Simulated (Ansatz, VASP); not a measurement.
**Hf in VASP and in Ansatz**

```xyz
2
Lattice="3.1186 0.0000 0.0000 -1.5593 2.7007 0.0000 0.0000 0.0000 4.9461" Properties=species:S:1:pos:R:3 pbc="T T T"
Hf    0.0000    1.8005    1.2365
Hf    1.5593    0.9002    3.7096
```

Alike in both runs: functional LDA; k mesh 15 × 15 × 8; occupations fermi-dirac, width 0.08 eV; no spin polarisation.

Ansatz relaxed the structure, and its values are those at the end. VASP's run is a single point on that final structure, the one shown.

```csv
,VASP,Ansatz
version,VASP 6.6.1,Ansatz 0.2.0
potentials or method,"VASP PAW LDA potentials, release 64 (Hf_pv)","PAW with Ansatz's default frozen-core files, scalar-relativistic"
plane-wave cutoff (eV),520,420
valence electrons in the cell,20,52
```

Ansatz gave:

```
pressure (GPa) : 0.0
```

**Question.** Which values does VASP return?

**Answer.** Pressure (GPa): 0.1.

LDA's correlation is that of Perdew and Zunger in VASP and of Perdew and Wang (1992) in Ansatz. VASP's potentials hold 20 valence electrons a cell and Ansatz's 52, so a difference there can come from the potentials and not from the codes.

Neither program's run includes spin-orbit coupling.
